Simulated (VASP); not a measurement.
A run of VASP 6.6.1 is set up as follows.

Contents of INCAR:

```
  ALGO = Normal
  EDIFF = 1E-7
  ENCUT = 520
  GGA = CA
  ISIF = 2
  ISMEAR = -1
  LASPH = True
  LCHARG = False
  LREAL = False
  LWAVE = False
  NBANDS = 26
  NELM = 100
  PREC = Accurate
  SIGMA = 0.1
```

File KPOINTS:

```
k-points
0
Gamma
  6 6 6
```

The input POSCAR:

```
SiAu3
1.0
    0.0000000000      3.4122308831      3.4122308831
    3.4122308831      0.0000000000      3.4122308831
    3.4122308831      3.4122308831      0.0000000000
Si Au
1 3
Direct
    0.0000000000      0.0000000000      0.0000000000
    0.2500000000      0.2500000000      0.2500000000
    0.7500000000      0.7500000000      0.7500000000
    0.5000000000      0.5000000000      0.5000000000
```

Potentials or basis: VASP PAW LDA potentials, release 64 (Si, Au).

Command:

```console
$ cat potpaw_LDA.64/Si/POTCAR potpaw_LDA.64/Au/POTCAR > POTCAR
$ mpirun -np 1 vasp_std > vasp.out
```

Q: Estimate the pressure.

A: -18.0 GPa.
